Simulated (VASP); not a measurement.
Set up this calculation in VASP 6.6.1, as the native input.

| Quantity | Value |
| --- | --- |
| Task | single point |
| Functional | PBE |
| Potentials or basis | VASP PAW PBE potentials, release 64 (Sn_d, Se) |
| Cutoff | 520 eV |
| k mesh | 2 × 6 × 6 |
| Occupations | fermi-dirac, width 0.02 eV |
| Spin | no spin polarisation |
| Dipole correction | no |
| Further INCAR settings | ALGO = Normal; EDIFF = 1e-07; NBANDS = 50 |

The structure of SnSe lies in POSCAR:

```
SnSe
1.0
   11.9740430865      0.0000000000      0.0000000000
    0.0000000000      4.2120633032      0.0000000000
    0.0000000000      0.0000000000      4.5651211995
Sn Se
4 4
Direct
    0.6246163811      0.7500000000      0.3885333344
    0.8753836189      0.2500000000      0.8885333344
    0.3753836189      0.2500000000      0.6114666656
    0.1246163811      0.7500000000      0.1114666656
    0.1494772674      0.2500000000      0.5086791827
    0.6494772674      0.2500000000      0.9913208173
    0.3505227326      0.7500000000      0.0086791827
    0.8505227326      0.7500000000      0.4913208173
```

This cell differs from its parent crystal: epitaxial xy strain +2.0%.

These files were run (other wordings do the same):

INCAR

```
SYSTEM = SnSe
PREC = Accurate
ENCUT = 520
EDIFF = 1E-7
ISMEAR = -1
SIGMA = 0.02
LREAL = .False.
LASPH = .True.
NELM = 60
ALGO = Normal
ISIF = 2
LWAVE = .False.
LCHARG = .False.
GGA = PE
NBANDS = 50
```

KPOINTS

```
Automatic mesh
0
Gamma
  2 6 6
  0 0 0
```

Potentials or basis: VASP PAW PBE potentials, release 64 (Sn_d, Se).

Run with:

```sh
$ cat potpaw_PBE.64/Sn_d/POTCAR potpaw_PBE.64/Se/POTCAR > POTCAR
$ mpirun -np 1 vasp_std > vasp.out
```

Results of the run:

```
Pressure               : 0.7 GPa
Largest force          : 0.238 eV/Å
Band gap on the k mesh : 0.86 eV (least direct gap 1.07 eV)
```

Caveat: the cell differs from its parent crystal (epitaxial xy strain +2.0%); spin-orbit coupling is left out, which moves the levels of the heavy elements.

It took 4.7 min on 1 thread of Intel(R) Xeon(R) Platinum 8488C (Sapphire Rapids) (shared host), peak memory 0.47 GiB.
